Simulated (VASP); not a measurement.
## SrCd: single point with LDA

Crystal: SrCd.

```
Sr Cd
1.0
     4.00300    0.00000    0.00000
     0.00000    4.00300    0.00000
     0.00000    0.00000    4.00300
Sr Cd
1 1
Direct
  0.50000 0.50000 0.50000
  0.00000 0.00000 0.00000
```

```json
{"Program": "VASP 6.6.1", "Task": "single point", "Functional": "LDA", "Potentials or basis": "VASP PAW LDA potentials, release 64 (Sr_sv, Cd)", "Cutoff": "500 eV", "k mesh": "8 × 8 × 8", "Occupations": "gaussian, width 0.1 eV", "Spin": "no spin polarisation", "Dipole correction": "no", "Further INCAR settings": "ALGO = Normal; EDIFF = 1e-06; NBANDS = 18"}
```

```json
{"Pressure": "-2.1 GPa", "Band gap on the k mesh": "zero (bands 11 and 12 overlap by 2.12 eV)"}
```

Levels at points of the mesh, in eV from the Fermi level:
```
           k point  band 8  band 9  band 10  band 11  band 12  band 13  band 14  band 15
(0.00, 0.00, 0.00)   -8.51   -8.51    -5.87     1.29     1.29     3.97     3.97     3.97
(0.50, 0.00, 0.00)   -8.50   -8.49    -3.65    -2.45     1.68     2.17     2.17     5.19
(0.50, 0.50, 0.00)   -8.57   -8.38    -3.21    -0.01    -0.01     1.06     3.79     3.79
(0.50, 0.50, 0.50)   -8.38   -8.38    -0.88    -0.82    -0.82    -0.82     4.65     4.65
```

Run time: 46 s on 1 thread of Intel Xeon 8259CL (shared host), peak memory 0.18 GiB.
